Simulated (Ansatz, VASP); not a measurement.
# Two plane-wave programs on Si2Mo

File INCAR:

```
PREC = Accurate ; ENCUT = 520
EDIFF = 1E-6 ; ISMEAR = 0
SIGMA = 0.15 ; LREAL = False
LASPH = True ; NELM = 100
ALGO = Normal ; ISIF = 2
LWAVE = False ; LCHARG = False
GGA = PS ; NBANDS = 18
```

The input KPOINTS:

```
regular mesh
0
Gamma
  20 20 20
```

Contents of POSCAR:

```
Si2Mo
1.0
   -1.5471840324      1.6428861375      3.9106920018
    1.5471840324     -1.6428861375      3.9106920018
    1.5471840324      1.6428861375     -3.9106920018
Si Mo
2 1
Direct
    0.3350596647      0.3350596647      0.0000000000
    0.6649403353      0.6649403353      0.0000000000
    0.0000000000      0.0000000000      0.0000000000
```

Input for Ansatz:

```yaml
crystal:
  lattice:
    - [-1.5471840324, 1.6428861375, 3.9106920018]
    - [1.5471840324, -1.6428861375, 3.9106920018]
    - [1.5471840324, 1.6428861375, -3.9106920018]
  atoms:
    - { symbol: Si, position: [0.3350596647, 0.3350596647, 0.0] }
    - { symbol: Si, position: [0.6649403353, 0.6649403353, 0.0] }
    - { symbol: Mo, position: [0.0, 0.0, 0.0] }
basis:
  ecutwfc: 420
kpoints:
  mp_grid: { grid: [20, 20, 20] }
hamiltonian:
  xc: pbesol
scf:
  occupations: { method: gaussian, width: 0.15 }
output:
  forces: true
  stress: true
  eigenvalues: true
```

Change from the starting cell: strain -0.0300 x Voigt [1, -1, 0, 0, 0, 0], atoms carried along.

Alike in both runs: task single point; functional PBEsol; k mesh 20 × 20 × 20; occupations gaussian, width 0.15 eV; no spin polarisation.

|  | VASP | Ansatz |
| --- | --- | --- |
| version | VASP 6.6.1 | Ansatz 0.2.0 |
| potentials or method | VASP PAW PBE potentials, release 64 (Si, Mo_sv), cutoff 520 eV | scalar-relativistic, plane waves, PAW |
| valence electrons in the cell | 22 | 22 |

Ansatz gave:

```
gap on the k mesh at the Fermi level (eV)                     : none
pressure (GPa)                                                : 0.3
traceless stress, the component that is largest in VASP (GPa) : 8.80
```

Question: Estimate VASP's values.

Answer: gap on the k mesh at the Fermi level (eV): none; pressure (GPa): 0.7; traceless stress, the component that is largest in VASP (GPa): 8.80.

VASP's potentials were made for PBE, not for PBEsol. A gap of «none» marks a metal or a gap that the smearing closes. With one functional, cell and mesh, what is left measures potentials, basis and numerics.
